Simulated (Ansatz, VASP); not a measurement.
# Two plane-wave programs on C

Contents of POSCAR:

```
C
1.0
    0.0000000000      1.7789472491      1.7789472491
    1.7789472491      0.0000000000      1.7789472491
    1.7789472491      1.7789472491      0.0000000000
C
2
Direct
    0.0000000000      0.0000000000      0.0000000000
    0.2500000000      0.2500000000      0.2500000000
```

INCAR.step1

```
SYSTEM = C
PREC = Accurate ; ENCUT = 660
ISMEAR = 0 ; SIGMA = 0.02
LREAL = .False. ; LASPH = .True.
NELM = 120 ; NBANDS = 11
GGA = PE ; ALGO = Normal
EDIFF = 1E-5 ; LWAVE = .True.
LCHARG = .False. ; GGA_COMPAT = .False.
```

The input INCAR.step2:

```
SYSTEM = C
PREC = Accurate ; ENCUT = 660
EDIFF = 1E-6 ; ISMEAR = 0
SIGMA = 0.02 ; LREAL = .False.
LASPH = .True. ; NELM = 120
ALGO = Normal ; ISIF = 2
LWAVE = .False. ; LCHARG = .False.
METAGGA = R2SCAN ; LMIXTAU = .True.
LUSE_VDW = .True. ; IVDW_NL = 2
BPARAM = 11.95 ; CPARAM = 0.0093
NBANDS = 11 ; ISTART = 1
GGA_COMPAT = .False.
```

The input KPOINTS:

```
Automatic mesh
0
Gamma
  12 12 12
  0 0 0
```

Input for Ansatz:

```yaml
crystal:
  lattice:
    - [0.0, 1.7789472491, 1.7789472491]
    - [1.7789472491, 0.0, 1.7789472491]
    - [1.7789472491, 1.7789472491, 0.0]
  atoms:
    - { symbol: C, position: [0.0, 0.0, 0.0] }
    - { symbol: C, position: [0.25, 0.25, 0.25] }
basis:
  ecutwfc: 500
kpoints:
  mp_grid: { grid: [12, 12, 12] }
  band_path:
    path:
      - [[0.0, 0.0, 0.0], [0.5, 0.0, 0.5], [0.625, 0.25, 0.625]]
      - [[0.375, 0.375, 0.75], [0.0, 0.0, 0.0], [0.5, 0.5, 0.5], [0.5, 0.25, 0.75], [0.5, 0.0, 0.5]]
    npoints: 10
hamiltonian:
  xc: r2scan
  dispersion: rvv10
scf:
  occupations: { method: gaussian, width: 0.02 }
  n_extra_bands: 7
output:
  forces: true
  stress: true
  eigenvalues: true
```

Alike in both runs: task single point; functional r2SCAN; dispersion rVV10; k mesh 12 × 12 × 12; occupations gaussian, width 0.02 eV; no spin polarisation.

```csv
,VASP,Ansatz
version,VASP 6.6.1,Ansatz 0.2.0
potentials or method,"VASP PAW PBE potentials, release 64 (C), cutoff 660 eV","scalar-relativistic, plane waves, PAW"
valence electrons in the cell,8,8
```

|  | VASP | Ansatz | Ansatz less VASP |
| --- | --- | --- | --- |
| gap on the k mesh at the Fermi level (eV) | 4.33 | 4.36 | +0.029 |
| least direct gap on the mesh (eV) | 5.85 | 5.89 | +0.045 |
| pressure (GPa) | 0.2 | 0.0 | -0.15 |

VASP's potentials were made for PBE, not for r2SCAN.
